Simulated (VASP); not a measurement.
Crystal: HgTe.

```xyz
2
Lattice="0.0000 3.2235 3.2235 3.2235 0.0000 3.2235 3.2235 3.2235 0.0000" Properties=species:S:1:pos:R:3 pbc="T T T"
Hg    0.0000    0.0000    0.0000
Te    1.6117    1.6117    1.6117
```

- Program: VASP 6.6.1
- Task: relaxation of cell and atoms
- Functional: PBEsol
- Potentials or basis: VASP PAW PBE potentials, release 64 (Hg, Te)
- Cutoff: 600 eV
- k mesh: 12 × 12 × 12
- Occupations: gaussian, width 0.1 eV
- Spin: no spin polarisation

At the start: pressure 1.5 GPa; volume 33.50 Å³/atom.

Question: Where does the relaxation end?

Answer: Over 3 steps the energy falls by 4.8 meV/atom and the volume is 34.58 Å³/atom (+3.2 %); space group F-43m (No. 216, to 0.05 Å).

The path:
| step | energy change (eV) | largest force (eV/Å) | pressure (GPa) | volume (Å³) |
| --- | --- | --- | --- | --- |
| 1 | 0.0000 | 0.0000 | 1.46 | 66.99 |
| 2 | -0.0083 | 0.0000 | -0.48 | 69.99 |
| 3 | -0.0096 | 0.0000 | 0.00 | 69.16 |

Final structure:
```
Hg Te
1.0
     0.00000    3.25799    3.25799
     3.25799    0.00000    3.25799
     3.25799    3.25799    0.00000
Hg Te
1 1
Direct
  0.00000 0.00000 0.00000
  0.25000 0.25000 0.25000
```

Caveat: the PAW data sets were made with another functional, which shifts forces and pressure a little.
